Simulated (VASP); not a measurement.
Set up this calculation in VASP 6.6.1, as the native input.

```
Task                   : single point
Functional             : PBE
Potentials or basis    : VASP PAW PBE potentials, release 64 (Mn_pv, O)
Cutoff                 : 520 eV
k mesh                 : 13 × 13 × 13
Occupations            : fermi-dirac, width 0.15 eV
Spin                   : collinear spin, ferromagnetic start
Starting moments       : [2.8, 0.0] μB
Hubbard terms          : Mn d U = 3.0 eV
Dipole correction      : no
Further INCAR settings : ALGO = Normal; EDIFF = 1e-07; NBANDS = 20
```

The structure of MnO (Manganosite) lies in POSCAR:

```
MnO
1.0
    0.0000000000      2.2230000000      2.2230000000
    2.2230000000      0.0000000000      2.2230000000
    2.2230000000      2.2230000000      0.0000000000
Mn O
1 1
Direct
    0.0000000000      0.0000000000      0.0000000000
    0.5000000000      0.5000000000      0.5000000000
```

These files were run (other wordings do the same):

INCAR

```
ALGO = Normal
EDIFF = 1E-7
ENCUT = 520
GGA = PE
ISIF = 2
ISMEAR = -1
ISPIN = 2
LASPH = T
LCHARG = F
LDAU = T
LDAUJ = 0 0
LDAUL = 2 -1
LDAUPRINT = 1
LDAUTYPE = 2
LDAUU = 3 0
LMAXMIX = 4
LORBIT = 11
LREAL = F
LWAVE = F
MAGMOM = 2.8 0
NBANDS = 20
NELM = 150
PREC = Accurate
SIGMA = 0.15
```

KPOINTS

```
k-points
0
Gamma
  13 13 13
```

Potentials or basis: VASP PAW PBE potentials, release 64 (Mn_pv, O).

The run is started by

```console
$ cat potpaw_PBE.64/Mn_pv/POTCAR potpaw_PBE.64/O/POTCAR > POTCAR
$ mpirun -np 1 vasp_std > vasp.out
```

Results of the run:

- Pressure: 7.1 GPa
- Net moment: 5.00 μB per cell
- Site moments: Mn +4.59; O +0.17 μB
- Valence electrons inside the program's atomic spheres: Mn 11.35; O 5.01

Caveat: a cell with one magnetic atom can't hold antiferromagnetic order, which such compounds often take.

It took 48 s on 1 thread of Intel(R) Xeon(R) Platinum 8259CL CPU @ 2.50GHz (Skylake/Cascade Lake), with other jobs on the host, peak memory 0.18 GiB.
